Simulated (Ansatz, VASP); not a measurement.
SnO2 in VASP and in Ansatz

File INCAR:

```
SYSTEM = SnO2
PREC = Accurate ; ENCUT = 520
EDIFF = 1E-6 ; ISMEAR = 0
SIGMA = 0.05 ; LREAL = .False.
LASPH = .True. ; NELM = 80
ALGO = Normal ; ISIF = 2
LWAVE = .False. ; LCHARG = .True.
LELF = .True. ; LVHAR = .True.
NBANDS = 35
```

The input KPOINTS:

```
regular mesh
0
Gamma
  6 6 8
  0 0 0
```

POSCAR

```
SnO2
1.0
    4.7222897775      0.0000000000      0.0000000000
    0.0000000000      4.7228698889      0.0000000000
    0.0000000000      0.0000000000      3.1904047622
Sn O
2 4
Direct
    0.5000000000      0.5000000000      0.5000000000
    0.0000000000      0.0000000000      0.0000000000
    0.3059833077      0.3580510778      0.0000000000
    0.8059833077      0.1419489222      0.5000000000
    0.1940166923      0.8580510778      0.5000000000
    0.6940166923      0.6419489222      0.0000000000
```

Input for Ansatz:

```yaml
crystal:
  lattice:
    - [4.7222897775, 0.0, 0.0]
    - [0.0, 4.7228698889, 0.0]
    - [0.0, 0.0, 3.1904047622]
  atoms:
    - { symbol: Sn, position: [0.5, 0.5, 0.5] }
    - { symbol: Sn, position: [0.0, 0.0, 0.0] }
    - { symbol: O, position: [0.3059833077, 0.3580510778, 0.0] }
    - { symbol: O, position: [0.8059833077, 0.1419489222, 0.5] }
    - { symbol: O, position: [0.1940166923, 0.8580510778, 0.5] }
    - { symbol: O, position: [0.6940166923, 0.6419489222, 0.0] }
basis:
  ecutwfc: 520.0
kpoints:
  mp_grid: { grid: [6, 6, 8] }
hamiltonian:
  xc: lda
scf:
  occupations: { method: gaussian, width: 0.05 }
output:
  forces: true
  stress: true
  eigenvalues: true
```

Alike in both runs: task single point; functional LDA; k mesh 6 × 6 × 8; occupations gaussian, width 0.05 eV; no spin polarisation.

```csv
,VASP,Ansatz
version,VASP 6.6.1,Ansatz 0.2.0
potentials or method,"VASP PAW LDA potentials, release 64 (Sn_d, O), cutoff 520 eV","scalar-relativistic, plane waves, PAW"
valence electrons in the cell,52,52
```

VASP gave:

```
gap on the k mesh at the Fermi level (eV)                     : 1.62
least direct gap on the mesh (eV)                             : 1.62
pressure (GPa)                                                : 13.0
traceless stress, the component that is largest in VASP (GPa) : -10.05
rms of the force components (eV/Å)                            : 2.116
```

Q: Estimate Ansatz's values.

A: gap on the k mesh at the Fermi level (eV): 1.59; least direct gap on the mesh (eV): 1.59; pressure (GPa): 11.9; traceless stress, the component that is largest in VASP (GPa): -9.42; rms of the force components (eV/Å): 2.078.

LDA's correlation is that of Perdew and Zunger in VASP and of Perdew and Wang (1992) in Ansatz. Atom by atom the forces differ by 0.038 eV/Å (rms over components).
